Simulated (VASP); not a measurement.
Write the native input for VASP 6.6.1 that does the following.

```
Task                   : relaxation of cell and atoms
Functional             : LDA
Potentials or basis    : VASP PAW LDA potentials, release 64 (Cs_sv)
Cutoff                 : 500 eV
k mesh                 : 12 × 12 × 12
Occupations            : fermi-dirac, width 0.05 eV
Spin                   : no spin polarisation
Target pressure        : 5 GPa
Dipole correction      : no
Further INCAR settings : ALGO = Normal; EDIFF = 1e-07; IBRION = 2; EDIFFG = -0.005; NSW = 32; ISIF = 3
```

The structure of Cs lies in POSCAR:

```
Cs
1.0
   -3.3151639070      3.3151639070      1.6826936895
    3.3151639070     -3.3151639070      1.6826936895
    3.3151639070      3.3151639070     -1.6826936895
Cs
2
Direct
   -0.3750000000     -0.1250000000     -0.2500000000
    0.3750000000      0.1250000000      0.2500000000
```

One way to write it, as run:

INCAR

```
SYSTEM = Cs
ALGO = Normal
EDIFF = 1E-7
EDIFFG = -0.005
ENCUT = 500
GGA = CA
GGA_COMPAT = .False.
IBRION = 2
ISIF = 3
ISMEAR = -1
LASPH = .True.
LCHARG = .False.
LREAL = .False.
LWAVE = .False.
NELM = 120
NELMIN = 4
NSW = 32
PREC = Accurate
PSTRESS = 50.0
SIGMA = 0.05
```

KPOINTS

```
k-points
0
Gamma
  12 12 12
  0 0 0
```

Potentials or basis: VASP PAW LDA potentials, release 64 (Cs_sv).

Launch:

```console
$ cat potpaw_LDA.64/Cs_sv/POTCAR > POTCAR
$ mpirun -np 1 vasp_std > vasp.out
```

Results of the run:

- Relaxed volume: 37.41 Å³/atom
- Relaxed cell: a = 5.000 Å, b = 5.000 Å, c = 5.000 Å, α = 96.56°, β = 96.56°, γ = 140.50°
- Space group after relaxing (to 0.1 Å): I4_1/amd (No. 141)
- Energy change on relaxing (the run minimises the enthalpy): -13.5 meV/atom
- Ionic steps: 3
- Pressure after relaxing: 5.0 GPa
- Band gap on the k mesh: zero (bands 9 and 10 overlap by 3.02 eV)

Caveat: the cell is relaxed towards a set pressure, so the run minimises the enthalpy, not the energy; spin-orbit coupling is left out, which moves the levels of the heavy elements.

It took 3.4 min on 1 thread of Intel(R) Xeon(R) Platinum 8488C (Sapphire Rapids), with other jobs on the host, peak memory 0.26 GiB.
